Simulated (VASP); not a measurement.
Input of a VASP 6.6.1 run:

The input INCAR:

```
ALGO = Fast
EDIFF = 1E-6
ENCUT = 520
GGA = PE
ISIF = 2
ISMEAR = 0
LASPH = True
LCHARG = False
LREAL = False
LWAVE = False
NBANDS = 12
NELM = 80
PREC = Accurate
SIGMA = 0.15
```

The input KPOINTS:

```
k-points
0
Gamma
  20 20 20
```

The input POSCAR:

```
Ag
1.0
   -1.6556540000      1.5314799500      1.5314799500
    1.6556540000     -1.7798280500      1.7798280500
    1.6556540000      1.7798280500     -1.7798280500
Ag
1
Direct
    0.0000000000      0.0000000000      0.0000000000
```

Potentials or basis: VASP PAW PBE potentials, release 64 (Ag).

Run with:

```console
$ cat potpaw_PBE.64/Ag/POTCAR > POTCAR
$ mpirun -np 1 vasp_std > vasp.out
```

Question: Predict the band gap on the k mesh.

Answer: Zero (an odd number of electrons rules out a gap without spin polarisation).

Question: Predict the pressure.

Answer: 1.7 GPa.

Stress tensor (GPa, compression positive):
```
2.66 0.00 0.00
0.00 1.22 8.03
0.00 8.03 1.22
```

Caveat: the cell differs from its parent crystal (strain -0.1500 x Voigt [0, 0, 0, 1, 0, 0]).
